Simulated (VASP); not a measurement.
# Ba2NF (R-3m) in VASP: notebook

The runs below take Ba2NF through single point, with LDA.

Everything below comes from runs of VASP 6.6.1. Logs are shortened: lines on timing, memory, paths and dates and some standing lists are left out, and cuts for length are marked.

## (1) The cell of the first run

Symmetry: R-3m, No. 166, trigonal system. The conventional cell has a = 3.700 Å, b = 3.700 Å, c = 18.423 Å, α = 90.00°, β = 90.00°, γ = 120.00°. Ba (site symmetry 3m) has 3 N at 2.55 Å and 3 F at 2.72 Å and 9 Ba at 3.51 to 3.70 Å within 3.7 Å. Within 3.4 Å of N (site symmetry -3m) lie 6 Ba at 2.55 Å. F (site symmetry -3m) has 6 Ba at 2.72 Å and 6 F at 3.70 Å and 6 N at 3.74 Å within 3.8 Å.

## (2) Single point, LDA (strain -0.080 along x and y, -0.080 along z)

Input file INCAR:

```
  PREC = Accurate
  ENCUT = 520
  EDIFF = 1E-6
  ISMEAR = 0
  SIGMA = 0.05
  LREAL = F
  LASPH = T
  NELM = 60
  ALGO = Normal
  ISIF = 2
  LWAVE = F
  LCHARG = T
  GGA = CA
  LELF = T
  LVHAR = T
  NBANDS = 24
```

Input file KPOINTS:

```
regular mesh
0
Gamma
  9 9 9
```

Input file POSCAR:

```
Ba2NF
1.0
    1.8499566304      1.0680729585      6.1410948888
   -1.8499566304      1.0680729585      6.1410948888
    0.0000000000     -2.1361459170      6.1410948888
Ba N F
2 1 1
Direct
    0.7576400200      0.7576400200      0.7576400200
    0.2423599800      0.2423599800      0.2423599800
    0.5000000000      0.5000000000      0.5000000000
    0.0000000000      0.0000000000      0.0000000000
```

Potentials or basis: VASP PAW LDA potentials, release 64 (Ba_sv, N, F).

Command:

```bash
> cat potpaw_LDA.64/Ba_sv/POTCAR potpaw_LDA.64/N/POTCAR potpaw_LDA.64/F/POTCAR > POTCAR
> mpirun -np 1 vasp_std > vasp.out
```

OUTCAR:

```text
PREC = Accurate
   ENCUT = 520
   EDIFF = 1E-6
   ISMEAR = 0
   LREAL = F
   LASPH = T
   NELM = 60
   ISIF = 2
   GGA = CA

 ion  position               nearest neighbor table
   1  0.758  0.758  0.758-   3 2.55   3 2.55   3 2.55   4 2.72   4 2.72   4 2.72   2 3.51   2 3.51
                             2 3.51   2 3.97   2 3.97   2 3.97
   2  0.242  0.242  0.242-   3 2.55   3 2.55   3 2.55   4 2.72   4 2.72   4 2.72   1 3.51   1 3.51
                             1 3.51   1 3.97   1 3.97   1 3.97
   3  0.500  0.500  0.500-   2 2.55   1 2.55   2 2.55   2 2.55   1 2.55   1 2.55
   4  0.000  0.000  0.000-   1 2.72   2 2.72   1 2.72   1 2.72   2 2.72   2 2.72

  LATTYP: Found a trigonal (rhomboedric) cell.
 ALAT       =     6.5020124433
 COS(alpha) =     0.8380960303

  Lattice vectors:

 A1 = (   1.8499566304,   1.0680729585,   6.1410948888)
 A2 = (  -1.8499566304,   1.0680729585,   6.1410948888)
 A3 = (   0.0000000000,  -2.1361459170,   6.1410948888)

Analysis of symmetry for initial positions (statically):
=====================================================================
 Subroutine PRICEL returns:
 Original cell was already a primitive cell.

 Routine SETGRP: Setting up the symmetry group for a
 trigonal (rhombohedral) supercell.

 Subroutine GETGRP returns: Found 12 space group operations
 (whereof 12 operations were pure point group operations)
 out of a pool of 12 trial point group operations.

The static configuration has the point symmetry D_3d.

Analysis of symmetry for dynamics (positions and initial velocities):
=====================================================================
 Subroutine PRICEL returns:
 Original cell was already a primitive cell.

 Routine SETGRP: Setting up the symmetry group for a
 trigonal (rhombohedral) supercell.

 Subroutine GETGRP returns: Found 12 space group operations
 (whereof 12 operations were pure point group operations)
 out of a pool of 12 trial point group operations.

The dynamic configuration has the point symmetry D_3d.

 Subroutine INISYM returns: Found 12 space group operations
 (whereof 12 operations are pure point group operations),
 and found     1 'primitive' translations

----------------------------------------------------------------------------------------

[... 93 lines left out ...]
   LASPH  =      T    aspherical Exc in radial PAW
   ENCUT  =  520.0 eV  38.22 Ry    6.18 a.u.  12.09 12.09 12.09*2*pi/ulx,y,z
   NELM   =     60;   NELMIN=  2; NELMDL= -5     # of ELM steps
   EDIFF  = 0.1E-05   stopping-criterion for ELM
   LREAL  =      F    real-space projection
   EDIFFG = 0.1E-04   stopping-criterion for IOM
   NSW    =      0    number of steps for IOM
   IBRION =     -1    ionic relax: 0-MD 1-quasi-New 2-CG
   NFREE  =      0    steps in history (QN), initial steepest desc. (CG)
   ISIF   =      2    stress and relaxation
   ISYM   =      2    0-nonsym 1-usesym 2-fastsym
   POTIM  = 0.5000    time-step for ionic-motion
   TEBEG  =    0.0;   TEEND  =   0.0 temperature during run
   PSTRESS=    0.0 pullay stress
   NELECT =      32.0000    total number of electrons
   NUPDOWN=      -1.0000    fix difference up-down
   EMIN   =  10.00;   EMAX   =-10.00  energy-range for DOS
   EFERMI =   0.00;   METHOD = LEGACY
   ISMEAR =     0;   SIGMA  =   0.05  broadening in eV -4-tet -1-fermi 0-gaus
   EFERMI_NEDOS =   21; number of points for ismear=-14 and -15
   IALGO  =     38    algorithm
   IMIX   =      4    mixing-type and parameters
     AMIX     =   0.40;   BMIX     =  1.00
     AMIX_MAG =   1.60;   BMIX_MAG =  1.00
  volume/ion in A,a.u.               =      18.20       122.83
  Fermi-wavevector in a.u.,A,eV,Ry     =   1.244720  2.352180 21.079884  1.549328
  Thomas-Fermi vector in A             =   2.378974
   LORBIT       =      0    0 simple, 1 ext, 2 COOP (PROOUT), +10 PAW based schemes
   GGA     = CA    functional components
   LHFCALC =     F    Hartree Fock is set to
   AEXX    =    0.0000 exact exchange contribution
   IVDW    =     0    specifies the selected vdW correction
   LEPSILON=     F    determine dielectric tensor
   LRPA    =     F    only Hartree local field effects (RPA)
 non-spin polarized calculation
 Gauss-broadening in eV      SIGMA  =   0.05
  energy-cutoff  :      520.00
  volume of cell :       72.80
 maximum number of plane-waves:      1977
   NGX = 25   NGY = 25   NGZ = 25

 number of electron      32.0000004 magnetization

 Free energy of the ion-electron system (eV)
  ---------------------------------------------------
  ext. energy  EPLUGINS =         0.00000000
  ---------------------------------------------------
  free energy    TOTEN  =       -22.31142281 eV

  energy without entropy =      -22.31141835  energy(sigma->0) =      -22.31142058

 E-fermi :   3.9828     XC(G=0): -10.7665

 val. band max:        3.8635933957   @ k =  -0.4444   0.4444   0.0000
 cond. band min:       4.0913254757   @ k =  -0.4444  -0.4444   0.1111
 fundamental gap:      0.2277320800
 Fermi energy:         3.9828014474

 k-point     1 :       0.0000    0.0000    0.0000
  band No.  band energies     occupation
      1     -23.1158      2.00000
      2     -22.4671      2.00000
      3     -19.8641      2.00000
      4     -10.1949      2.00000
      5      -7.2518      2.00000
      6      -7.2518      2.00000
[... 637 lines left out ...]
     23      12.0365      0.00000
     24      12.4408      0.00000

 [... further k-points ...]

------------------------ aborting loop because EDIFF is reached ----------------------------------------

  FORCE on cell =-STRESS in cart. coord.  units (eV):
  Direction    XX          YY          ZZ          XY          YZ          ZX
  --------------------------------------------------------------------------------------
  -------------------------------------------------------------------------------------
  Total        8.8960043      8.8960043      9.5171746      0.0000000      0.0000000     -0.0000000
  in kB      195.7699541    195.7699541    209.4397410      0.0000000      0.0000000     -0.0000000
  external PRESSURE =     200.3265498 kB  Pullay stress =       0.0000000 kB

 VOLUME and BASIS-vectors are now :
 -----------------------------------------------------------------------------
  energy-cutoff  :      520.00
  volume of cell :       72.80
      direct lattice vectors                 reciprocal lattice vectors
     1.849956630  1.068072958  6.141094889     0.270276606  0.156044271  0.054279137
    -1.849956630  1.068072958  6.141094889    -0.270276606  0.156044271  0.054279137
     0.000000000 -2.136145917  6.141094889     0.000000000 -0.312088543  0.054279137

 POSITION                                       TOTAL-FORCE (eV/Angst)
 -----------------------------------------------------------------------------------
      0.00000      0.00000     13.95822         0.000000      0.000000     -1.523730
      0.00000      0.00000      4.46507         0.000000     -0.000000      1.523730
      0.00000      0.00000      9.21164         0.000000     -0.000000     -0.000000
      0.00000      0.00000      0.00000        -0.000000     -0.000000      0.000000
 -----------------------------------------------------------------------------------
    total drift:                                0.000000      0.000000     -0.000000

  FREE ENERGIE OF THE ION-ELECTRON SYSTEM (eV)
  ---------------------------------------------------
  free  energy   TOTEN  =       -22.3114228102 eV

  energy  without entropy=      -22.3114183502  energy(sigma->0) =      -22.31142058
```

OSZICAR:

```text
N       E                     dE             d eps       ncg     rms          rms(c)
DAV:   1     0.182575704429E+03    0.18258E+03   -0.15430E+04  4080   0.124E+03
DAV:   2    -0.192910758862E+02   -0.20187E+03   -0.18554E+03  6176   0.254E+02
DAV:   3    -0.283635478948E+02   -0.90725E+01   -0.89715E+01  5376   0.534E+01
DAV:   4    -0.285877125556E+02   -0.22416E+00   -0.22408E+00  5512   0.710E+00
DAV:   5    -0.285912864462E+02   -0.35739E-02   -0.35737E-02  5536   0.765E-01    0.155E+01
DAV:   6    -0.227880834040E+02    0.58032E+01   -0.27405E+01  4384   0.309E+01    0.103E+01
DAV:   7    -0.224460038971E+02    0.34208E+00   -0.25928E+00  5176   0.867E+00    0.459E+00
DAV:   8    -0.223150268521E+02    0.13098E+00   -0.32022E-01  4440   0.370E+00    0.146E+00
DAV:   9    -0.223113189143E+02    0.37079E-02   -0.26552E-02  5960   0.929E-01    0.568E-01
DAV:  10    -0.223114403187E+02   -0.12140E-03   -0.28444E-03  4504   0.414E-01    0.150E-01
DAV:  11    -0.223114551032E+02   -0.14785E-04   -0.70961E-04  5608   0.175E-01    0.455E-02
DAV:  12    -0.223114353261E+02    0.19777E-04   -0.16979E-04  5216   0.852E-02    0.243E-02
DAV:  13    -0.223114231937E+02    0.12132E-04   -0.62815E-05  4792   0.574E-02    0.624E-03
DAV:  14    -0.223114228102E+02    0.38357E-06   -0.66666E-06  4992   0.170E-02
   1 F= -.22311423E+02 E0= -.22311421E+02  d E =-.445994E-05
```

stdout:

```text
POSCAR found type information on POSCAR BaN F
 POSCAR found :  3 types and       4 ions
 scaLAPACK will be used
 LDA part: xc-table for (Slater(with rela. corr.)+CA(PZ))
 , standard interpolation
 POSCAR, INCAR and KPOINTS ok, starting setup
 FFT: planning ... GRIDC
 FFT: planning ... GRID_SOFT
 FFT: planning ... GRID
 WAVECAR not read
 entering main loop
```

It took 8.6 min on 1 thread of Intel Xeon 8259CL, shared host; peak memory 0.35 GiB.

What came out:

```
Free energy            : -22.3114 eV
Pressure               : 20.0 GPa
Largest force          : 1.524 eV/Å
Band gap on the k mesh : 0.23 eV (least direct gap 0.30 eV)
```

Forces in eV/Å, atoms in the order of the input:
```
Ba   0.000  0.000 -1.524
Ba   0.000  0.000  1.524
N    0.000  0.000  0.000
F    0.000  0.000  0.000
```

Levels at points of the mesh, in eV from the valence-band top:
```tsv
k point	band 12	band 13	band 14	band 15	band 16	band 17	band 18	band 19	band 20	band 21
(0.00, 0.00, 0.00)	-5.87	-5.87	-1.66	-1.01	-1.01	2.70	3.38	3.43	3.43	4.44
```

Caveat: the cell differs from its parent crystal (strain -0.080 along x and y, -0.080 along z); the cell stands under pressure; spin-orbit coupling is left out, which moves the levels of the heavy elements; an odd mesh through Γ misses points on the zone boundary, where band edges can lie; forces of over 1 eV/Å act on the atoms, so gaps and moduli don't describe the material at rest.

(Continued in part 2 of 2.)
